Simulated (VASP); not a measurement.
MgS:

```
S Mg
1.0
     0.00000    2.88869    2.88869
     2.88869    0.00000    2.88869
     2.88869    2.88869    0.00000
S Mg
1 1
Cartesian
  1.4443 1.4443 1.4443
  0.0000 0.0000 0.0000
```

Base run:

| Item | Value |
| --- | --- |
| Program | VASP 6.6.1 |
| Functional | r2SCAN |
| Potentials or basis | VASP PAW PBE potentials, release 64 (S, Mg) |
| Cutoff | 520 eV |
| k mesh | 8 × 8 × 8 |
| Occupations | fermi-dirac, width 0.05 eV |
| Spin | no spin polarisation |

Its results: band gap on the k mesh 3.81 eV, direct; pressure -3.5 GPa.

After a change of settings the same cell gave: band gap on the k mesh 3.16 eV, direct; pressure -2.2 GPa. Which change was it?
A. functional from r2SCAN to PBE0; k mesh from 8 × 8 × 8 to 6 × 6 × 6
B. further incar settings from ALGO = Normal; EDIFF = 1e-06; NBANDS = 11 to ALGO = Normal; EDIFF = 1e-07; NBANDS = 11
C. functional from r2SCAN to LDA; potentials or basis from VASP PAW PBE potentials, release 64 (S, Mg) to VASP PAW LDA potentials, release 64 (S, Mg)
D. functional from r2SCAN to PBE; cutoff from 520 eV to 600 eV

D.

r2SCAN gives the wider gap, since meta-GGAs in the generalised Kohn-Sham scheme recover part of the derivative discontinuity.

Caveats: the PAW data sets were made with another functional, which shifts forces and pressure a little (some runs).
